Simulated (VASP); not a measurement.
A run of VASP 6.6.1:

INCAR

```
ALGO = Normal
EDIFF = 1E-6
ENCUT = 520
GGA = CA
ISIF = 2
ISMEAR = -1
LASPH = T
LCHARG = F
LREAL = F
LWAVE = F
NBANDS = 12
NELM = 100
PREC = Accurate
SIGMA = 0.03
```

Contents of KPOINTS:

```
k-points
0
Gamma
  10 10 10
```

The input POSCAR:

```
LiF
1.0
    0.0402800000      2.0341400000      2.0341400000
    2.0341400000      0.0402800000      2.0341400000
    2.0341400000      2.0341400000      0.0402800000
Li F
1 1
Direct
    0.0000000000      0.0000000000      0.0000000000
    0.5000000000      0.5000000000      0.5000000000
```

Potentials or basis: VASP PAW LDA potentials, release 64 (Li_sv, F).

Command:

```sh
$ cat potpaw_LDA.64/Li_sv/POTCAR potpaw_LDA.64/F/POTCAR > POTCAR
$ mpirun -np 1 vasp_std > vasp.out
```

Hardware: 1 thread of AMD EPYC 7R13 Processor (Zen 3), on a shared host.

Task: Estimate the wall time of this run.

Result: It took 17 s on 1 thread of AMD EPYC 7R13 Processor (Zen 3), with other jobs on the host, peak memory 0.1 GiB. Counts: scf iterations 11, k points 116.
